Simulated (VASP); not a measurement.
A run of VASP 6.6.1 is set up as follows.

Contents of INCAR:

```
ALGO = Normal ; EDIFF = 1E-6
ENCUT = 520 ; GGA = PS
ISIF = 2 ; ISMEAR = -1
LASPH = True ; LCHARG = True
LELF = True ; LREAL = False
LVHAR = True ; LWAVE = False
NBANDS = 11 ; NELM = 60
PREC = Accurate ; SIGMA = 0.05
```

Contents of KPOINTS:

```
k-points
0
Gamma
  10 10 8
```

The input POSCAR:

```
MgB2
1.0
    3.0690114837      0.0000000000      0.0000000000
   -1.5345057418      2.6578419094      0.0000000000
    0.0000000000      0.0000000000      3.4832851116
Mg B
1 2
Direct
    0.0000000000      0.0000000000      0.0000000000
    0.6666666667      0.3333333333      0.5000000000
    0.3333333333      0.6666666667      0.5000000000
```

Potentials or basis: VASP PAW PBE potentials, release 64 (Mg, B).

Run with:

```console
$ cat potpaw_PBE.64/Mg/POTCAR potpaw_PBE.64/B/POTCAR > POTCAR
$ mpirun -np 1 vasp_std > vasp.out
```

**Question.** What does it give for the pressure?

**Answer.** 0.0 GPa.

**Question.** Predict the band gap on the k mesh.

**Answer.** Zero (band 4 reaches 6.53 eV, above the bottom of band 5 at 3.97 eV).

Stress tensor (GPa, compression positive):
```
 0.09  0.00  0.00
 0.00  0.09  0.00
 0.00  0.00 -0.16
```

Caveat: the PAW data sets were made with another functional, which shifts forces and pressure a little.
